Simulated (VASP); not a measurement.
Here is a VASP 6.6.1 calculation.

File INCAR:

```
SYSTEM = Al
ALGO     = Normal         ! electronic algorithm
EDIFF    = 1E-6           ! SCF threshold, eV
ENCUT    = 520            ! plane-wave cutoff, eV
GGA      = RE             ! functional
ISIF     = 2              ! what is computed and relaxed
ISMEAR   = -1             ! smearing method
LASPH    = .True.         ! aspherical terms in the spheres
LCHARG   = .False.        ! write CHGCAR
LREAL    = .False.        ! projectors in reciprocal space
LWAVE    = .False.        ! write WAVECAR
NBANDS   = 14             ! bands
NELM     = 80             ! most SCF steps
PREC     = Accurate       ! precision mode
SIGMA    = 0.1            ! smearing width, eV
```

Contents of KPOINTS:

```
k-points
0
Gamma
  14 14 4
  0 0 0
```

The input POSCAR:

```
Al
1.0
    2.7809322771      0.0000000000      0.0000000000
   -1.3904661385      2.4083579982      0.0000000000
    0.0000000000      0.0000000000      9.2290599390
Al
4
Direct
    0.0000000000      0.0000000000      0.0000000000
    0.0000000000      0.0000000000      0.5000000000
    0.3333333333      0.6666666667      0.2500000000
    0.6666666667      0.3333333333      0.7500000000
```

Potentials or basis: VASP PAW PBE potentials, release 64 (Al).

Launch:

```bash
$ cat potpaw_PBE.64/Al/POTCAR > POTCAR
$ mpirun -np 1 vasp_std > vasp.out
```

(1) What does it give for the pressure?

(2) Estimate the band gap on the k mesh.

Answers

(1) 7.4 GPa.

(2) zero (band 6 reaches 12.57 eV, above the bottom of band 7 at 6.97 eV).

Caveat: the PAW data sets were made with another functional, which shifts forces and pressure a little.
